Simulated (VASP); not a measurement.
# PdPt (R-3m) in VASP: relaxation of shape and atoms at fixed volume with LDA

Aim: the relaxation of shape and atoms at fixed volume of PdPt with LDA.

Program: VASP 6.6.1. These are calculated values, not measurements. Logs are shortened: lines on timing, memory, paths and dates and some standing lists are left out, and cuts for length are marked.

## 1. The cell of the first run

The structure is trigonal, space group R-3m (No. 166). Conventional cell: a = 2.334 Å, b = 2.334 Å, c = 11.539 Å, α = 90.00°, β = 90.00°, γ = 120.00°. Pd (site symmetry -3m) has 6 Pd at 2.33 Å and 6 Pt at 2.35 Å within 3.1 Å. Within 3.1 Å of Pt (site symmetry -3m) lie 6 Pt at 2.33 Å and 6 Pd at 2.35 Å.

## 2. Relaxation of shape and atoms at fixed volume, LDA

Input file INCAR:

```
SYSTEM = PdPt
PREC = Accurate
ENCUT = 600
EDIFF = 1E-7
ISMEAR = -1
SIGMA = 0.05
LREAL = .FALSE.
LASPH = .TRUE.
NELM = 100
ALGO = Normal
ISIF = 4
LWAVE = .FALSE.
LCHARG = .FALSE.
IBRION = 2
NSW = 50
EDIFFG = -0.01
```

Input file KPOINTS:

```
regular mesh
0
G
  15 15 15
  0 0 0
```

Input file POSCAR:

```
PdPt
1.0
    1.1668058438      0.6736556680      3.8463623823
   -1.1668058438      0.6736556680      3.8463623823
    0.0000000000     -1.3473113360      3.8463623823
Pd Pt
1 1
Direct
    0.0000000000      0.0000000000      0.0000000000
    0.5000000000      0.5000000000      0.5000000000
```

Potentials or basis: VASP PAW LDA potentials, release 64 (Pd, Pt).

Launch:

```bash
cat potpaw_LDA.64/Pd/POTCAR potpaw_LDA.64/Pt/POTCAR > POTCAR
mpirun -np 1 vasp_std > vasp.out
```

OUTCAR:

```text
SYSTEM = PdPt
   PREC = Accurate
   ENCUT = 600
   EDIFF = 1E-7
   ISMEAR = -1
   LREAL = .FALSE.
   LASPH = .TRUE.
   NELM = 100
   ISIF = 4
   IBRION = 2
   NSW = 50
   EDIFFG = -0.01

 ion  position               nearest neighbor table
   1  0.000  0.000  0.000-   2 2.35   2 2.35   2 2.35   2 2.35   2 2.35   2 2.35   2 3.31   2 3.31
                             2 3.31
   2  0.500  0.500  0.500-   1 2.35   1 2.35   1 2.35   1 2.35   1 2.35   1 2.35   1 3.31   1 3.31
                             1 3.31

  LATTYP: Found a trigonal (rhomboedric) cell.
 ALAT       =     4.0755062768
 COS(alpha) =     0.8360678804

  Lattice vectors:

 A1 = (   1.1668058438,   0.6736556680,   3.8463623823)
 A2 = (  -1.1668058438,   0.6736556680,   3.8463623823)
 A3 = (   0.0000000000,  -1.3473113360,   3.8463623823)

Analysis of symmetry for initial positions (statically):
=====================================================================
 Subroutine PRICEL returns:
 Original cell was already a primitive cell.

 Routine SETGRP: Setting up the symmetry group for a
 trigonal (rhombohedral) supercell.

 Subroutine GETGRP returns: Found 12 space group operations
 (whereof 12 operations were pure point group operations)
 out of a pool of 12 trial point group operations.

The static configuration has the point symmetry D_3d.

Analysis of symmetry for dynamics (positions and initial velocities):
=====================================================================
 Subroutine PRICEL returns:
 Original cell was already a primitive cell.

 Routine SETGRP: Setting up the symmetry group for a
 trigonal (rhombohedral) supercell.

 Subroutine GETGRP returns: Found 12 space group operations
 (whereof 12 operations were pure point group operations)
 out of a pool of 12 trial point group operations.

The dynamic configuration has the point symmetry D_3d.

 Subroutine INISYM returns: Found 12 space group operations
 (whereof 12 operations are pure point group operations),
 and found     1 'primitive' translations

----------------------------------------------------------------------------------------

                                     Primitive cell
[... 107 lines left out ...]
   EFERMI_NEDOS =   21; number of points for ismear=-14 and -15
   IALGO  =     38    algorithm
   IMIX   =      4    mixing-type and parameters
     AMIX     =   0.40;   BMIX     =  1.00
     AMIX_MAG =   1.60;   BMIX_MAG =  1.00
  volume/ion in A,a.u.               =       9.07        61.21
  Fermi-wavevector in a.u.,A,eV,Ry     =   1.691241  3.195982 38.916690  2.860296
  Thomas-Fermi vector in A             =   2.773043
   LORBIT       =      0    0 simple, 1 ext, 2 COOP (PROOUT), +10 PAW based schemes
   GGA     = CA    functional components
   LHFCALC =     F    Hartree Fock is set to
   AEXX    =    0.0000 exact exchange contribution
   IVDW    =     0    specifies the selected vdW correction
   LEPSILON=     F    determine dielectric tensor
   LRPA    =     F    only Hartree local field effects (RPA)
 conjugate gradient relaxation of ions
 non-spin polarized calculation
  energy-cutoff  :      600.00
  volume of cell :       18.14
 maximum number of plane-waves:       624
 NGX is ok and might be reduce to    36
   NGX = 17   NGY = 17   NGZ = 17

--------------------------------------- Ionic step        1  -------------------------------------------

 number of electron      20.0000000 magnetization

 Free energy of the ion-electron system (eV)
  ---------------------------------------------------
  ext. energy  EPLUGINS =         0.00000000
  ---------------------------------------------------
  free energy    TOTEN  =        -5.28926531 eV

  energy without entropy =       -5.27465408  energy(sigma->0) =       -5.28195970

------------------------ aborting loop because EDIFF is reached ----------------------------------------

  FORCE on cell =-STRESS in cart. coord.  units (eV):
  Direction    XX          YY          ZZ          XY          YZ          ZX
  --------------------------------------------------------------------------------------
  -------------------------------------------------------------------------------------
  Total       47.9026770     47.9026770     45.8948939      0.0000000      0.0000000      0.0000000
  in kB     4230.8960373   4230.8960371   4053.5631224      0.0000000      0.0000000      0.0000000
  external PRESSURE =    4171.7850656 kB  Pullay stress =       0.0000000 kB
[... 95 lines left out ...]
--------------------------------------- Ionic step        4  -------------------------------------------

 number of electron      20.0000001 magnetization

 Free energy of the ion-electron system (eV)
  ---------------------------------------------------
  ext. energy  EPLUGINS =         0.00000000
  ---------------------------------------------------
  free energy    TOTEN  =        -5.29801947 eV

  energy without entropy =       -5.28375121  energy(sigma->0) =       -5.29088534

 E-fermi :  22.4899     XC(G=0): -16.7440

 val. band max:       22.4857887418   @ k =  -0.3333   0.2667   0.0667
 cond. band min:      22.5172834201   @ k =  -0.2000  -0.4667   0.1333
 fundamental gap:      0.0314946783
 Fermi energy:        22.4898935455

 k-point     1 :       0.0000    0.0000    0.0000
  band No.  band energies     occupation
      1       7.4895      2.00000
      2      10.3174      2.00000
      3      14.5712      2.00000
      4      14.5712      2.00000
      5      15.2950      2.00000
      6      15.4685      2.00000
      7      15.4685      2.00000
      8      19.3591      2.00000
      9      19.3591      2.00000
     10      21.3846      2.00000
     11      22.6797      0.04395
     12      22.6797      0.04395
     13      34.7531      0.00000
     14      34.7581      0.00000
[... 377 lines left out ...]
      1       9.3300      2.00000
      2      11.5630      2.00000
      3      13.3863      2.00000
      4      14.4074      2.00000
      5      15.7959      2.00000
      6      16.0148      2.00000
      7      16.4387      2.00000
      8      16.9746      2.00000
      9      18.5245      2.00000
     10      19.5607      2.00000
     11      22.4170      1.62263
     12      27.1174      0.00000
     13      34.3126      0.00000
     14      38.3897      0.00000

 [... further k-points ...]

------------------------ aborting loop because EDIFF is reached ----------------------------------------

  FORCE on cell =-STRESS in cart. coord.  units (eV):
  Direction    XX          YY          ZZ          XY          YZ          ZX
  --------------------------------------------------------------------------------------
  -------------------------------------------------------------------------------------
  Total       47.2027736     47.2027736     47.2111147     -0.0000000      0.0000000      0.0000000
  in kB     4169.0786462   4169.0786460   4169.8153521     -0.0000000      0.0000000      0.0000000
  external PRESSURE =    4169.3242148 kB  Pullay stress =       0.0000000 kB
[... 17 lines left out ...]
  FREE ENERGIE OF THE ION-ELECTRON SYSTEM (eV)
  ---------------------------------------------------
  free  energy   TOTEN  =        -5.2980194650 eV

  energy  without entropy=       -5.2837512127  energy(sigma->0) =       -5.29088534

 reached required accuracy - stopping structural energy minimisation
```

OSZICAR:

```text
N       E                     dE             d eps       ncg     rms          rms(c)
DAV:   1     0.141045099562E+03    0.14105E+03   -0.11833E+04  9632   0.164E+03
DAV:   2    -0.421581728966E+01   -0.14526E+03   -0.14032E+03 10286   0.350E+02
DAV:   3    -0.642824974666E+01   -0.22124E+01   -0.22052E+01 12236   0.483E+01
DAV:   4    -0.643858455617E+01   -0.10335E-01   -0.10334E-01 12044   0.327E+00
[... 34 lines left out ...]
DAV:   1    -0.529802389681E+01   -0.62422E-05   -0.31002E-04 10352   0.152E-01    0.156E-02
DAV:   2    -0.529802078851E+01    0.31083E-05   -0.64349E-06 11816   0.344E-02    0.866E-03
DAV:   3    -0.529801994549E+01    0.84302E-06   -0.33477E-06 11420   0.267E-02    0.586E-03
DAV:   4    -0.529801946827E+01    0.47721E-06   -0.12139E-06 11408   0.135E-02    0.213E-03
DAV:   5    -0.529801946503E+01    0.32401E-08   -0.54265E-08  5548   0.274E-03
   4 F= -.52980195E+01 E0= -.52908853E+01  d E =-.875415E-02
```

Wall time 18 min (1 thread of Intel Xeon 8259CL, shared host); peak memory 0.31 GiB.

Results:

| Quantity | Value |
| --- | --- |
| Free energy | -5.2980 eV |
| Energy gained by relaxing | 4.4 meV/atom |
| Ionic steps | 4 |
| Pressure after relaxing | 416.9 GPa |
| Band gap on the k mesh | zero (bands 10 and 11 overlap by 3.70 eV) |

The path:
```tsv
step	energy change (eV)	largest force (eV/Å)	pressure (GPa)	volume (Å³)
1	0.0000	0.0000	417.18	18.14
2	0.0555	0.0000	417.91	18.14
3	-0.0088	0.0000	416.93	18.14
4	-0.0088	0.0000	416.93	18.14
```

Final structure:
```xyz
2
Lattice="1.1719 0.6766 3.8128 -1.1719 0.6766 3.8128 0.0000 -1.3532 3.8128" Properties=species:S:1:pos:R:3 pbc="T T T"
Pd    0.0000    1.3532    7.6257
Pt    0.0000    0.0000    5.7193
```

Levels at points of the mesh, in eV from the Fermi level:
```
           k point  band 6  band 7  band 8  band 9  band 10  band 11  band 12  band 13  band 14
(0.00, 0.00, 0.00)   -7.02   -7.02   -3.13   -3.13    -1.11     0.19     0.19    12.26    12.27
```

Caveat: spin-orbit coupling is left out, which moves the levels of the heavy elements.
